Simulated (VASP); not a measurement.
Input of a VASP 6.6.1 run:

File INCAR:

```
PREC     = Accurate       # precision mode
ENCUT    = 520            # plane-wave cutoff, eV
EDIFF    = 1E-6           # SCF threshold, eV
ISMEAR   = 0              # smearing method
SIGMA    = 0.15           # smearing width, eV
LREAL    = False          # projectors in reciprocal space
LASPH    = True           # aspherical terms in the spheres
NELM     = 60             # most SCF steps
ALGO     = Normal         # electronic algorithm
ISIF     = 2              # what is computed and relaxed
LWAVE    = False          # write WAVECAR
LCHARG   = False          # write CHGCAR
GGA      = PS             # functional
NBANDS   = 16             # bands
```

KPOINTS

```
Automatic mesh
0
Gamma
  18 18 16
```

POSCAR

```
WC
1.0
    2.9005014360      0.0000000000      0.0000000000
   -1.4502507180      2.5119079273      0.0000000000
    0.0000000000      0.0000000000      2.8290000000
W C
1 1
Direct
    0.0895733468      0.1791466937      0.0000000000
    0.6666666667      0.3333333333      0.5000000000
```

Potentials or basis: VASP PAW PBE potentials, release 64 (W_sv, C).

Run with:

```console
$ cat potpaw_PBE.64/W_sv/POTCAR potpaw_PBE.64/C/POTCAR > POTCAR
$ mpirun -np 1 vasp_std > vasp.out
```

(1) Predict the largest force.

(2) Estimate the pressure.

Answers

(1) 3.951 eV/Å.

(2) 23.1 GPa.

Caveat: the cell differs from its parent crystal (atom 1 (W) moved by (+0.450, +0.000) A along y and z); the stress differs along the axes, from 2 to 37 GPa; the PAW data sets were made with another functional, which shifts forces and pressure a little.
